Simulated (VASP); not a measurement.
Here is a VASP 6.6.1 calculation.

File INCAR:

```
PREC     = Accurate       # precision mode
ENCUT    = 520            # plane-wave cutoff, eV
EDIFF    = 1E-7           # SCF threshold, eV
ISMEAR   = 0              # smearing method
SIGMA    = 0.05           # smearing width, eV
LREAL    = F              # projectors in reciprocal space
LASPH    = T              # aspherical terms in the spheres
NELM     = 100            # most SCF steps
ALGO     = Normal         # electronic algorithm
ISIF     = 2              # what is computed and relaxed
LWAVE    = F              # write WAVECAR
LCHARG   = F              # write CHGCAR
GGA      = PE             # functional
NBANDS   = 16             # bands
```

The input KPOINTS:

```
Automatic mesh
0
Gamma
  10 10 10
```

The input POSCAR:

```
ZnS
1.0
    0.0000000000      2.7046500000      2.7046500000
    2.7046500000      0.0000000000      2.7046500000
    2.7046500000      2.7046500000      0.0000000000
Zn S
1 1
Direct
    0.0831900616      0.0831900616     -0.2008385749
    0.7500000000      0.7500000000      0.7500000000
```

Potentials or basis: VASP PAW PBE potentials, release 64 (Zn, S).

Launch:

```bash
$ cat potpaw_PBE.64/Zn/POTCAR potpaw_PBE.64/S/POTCAR > POTCAR
$ mpirun -np 1 vasp_std > vasp.out
```

(1) Predict the largest force.

(2) What does it give for the band gap on the k mesh?

Results:

(1) 1.244 eV/Å.

(2) 2.19 eV, indirect (least direct gap 2.21 eV).

Caveat: the cell differs from its parent crystal (atom 1 (Zn) moved by (-0.450, +0.450) A along [1 1 0] and z); forces of over 1 eV/Å act on the atoms, so gaps and moduli don't describe the material at rest.
